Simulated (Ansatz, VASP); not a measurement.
One calculation of F, two programs

```
CELL_PARAMETERS angstrom
3.03482 -1.80113 -0.23407
3.03482 1.80113 -0.23407
-2.26492 0.00000 7.20597
ATOMIC_POSITIONS crystal
F 0.08485 0.08485 0.09400
F 0.91515 0.91515 0.90600
F 0.50157 0.50157 0.59372
F 0.49843 0.49843 0.40628
```

Change from the starting cell: volume 19.217 Å^3 an atom, stretch along a over the lengths across it, relative to the relaxed cell 0.9684.

Alike in both runs: task single point; functional PBEsol; k mesh 4 × 4 × 2; occupations gaussian, width 0.05 eV; no spin polarisation.

|  | VASP | Ansatz |
| --- | --- | --- |
| version | VASP 6.6.1 | Ansatz 0.2.0 |
| potentials or method | VASP PAW PBE potentials, release 64 (F_h), cutoff 1350 eV | scalar-relativistic, plane waves, PAW |
| valence electrons in the cell | 28 | 28 |

|  | VASP | Ansatz | Ansatz less VASP |
| --- | --- | --- | --- |
| gap on the k mesh at the Fermi level (eV) | 2.97 | 2.97 | +0.003 |
| least direct gap on the mesh (eV) | 3.05 | 3.05 | +0.003 |
| pressure (GPa) | -1.1 | -0.7 | +0.42 |
| traceless stress, the component that is largest in VASP (GPa) | -0.96 | -1.08 | -0.115 |
| rms of the force components (eV/Å) | 0.178 | 0.188 | +0.0104 |

VASP's potentials were made for PBE, not for PBEsol. Atom by atom the forces differ by 0.010 eV/Å (rms over components).

The k mesh is coarse, so the values compare programs but aren't converged.
